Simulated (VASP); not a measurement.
CdSe (rocksalt type), 2 atoms in the cell. It takes space group Fm-3m (No. 225, cubic). Conventional cell: a = 5.739 Å, b = 5.739 Å, c = 5.739 Å, α = 90.00°, β = 90.00°, γ = 90.00°. Cd (site symmetry m-3m) has 6 Se at 2.87 Å within 3.8 Å. Within 3.8 Å of Se (site symmetry m-3m) lie 6 Cd at 2.87 Å. 

* Program: VASP 6.6.1
* Task: single point
* Functional: PBE
* Potentials or basis: VASP PAW PBE potentials, release 64 (Cd, Se)
* Cutoff: 520 eV
* k mesh: 13 × 13 × 13
* Occupations: fermi-dirac, width 0.08 eV
* Spin: no spin polarisation
* Dipole correction: no
* Further INCAR settings: ALGO = Normal; EDIFF = 1e-06; NBANDS = 16

Potentials or basis: VASP PAW PBE potentials, release 64 (Cd, Se).

The run is started by

```console
$ cat potpaw_PBE.64/Cd/POTCAR potpaw_PBE.64/Se/POTCAR > POTCAR
$ mpirun -np 1 vasp_std > vasp.out
```

Hardware: 1 thread of Intel(R) Xeon(R) Platinum 8559C (Emerald Rapids), on a shared host.

Estimate the wall time of this run.

Wall time 25 s on 1 thread of Intel(R) Xeon(R) Platinum 8559C (Emerald Rapids), on a shared host, peak memory 0.21 GiB. Counts: scf iterations 12, k points 84.
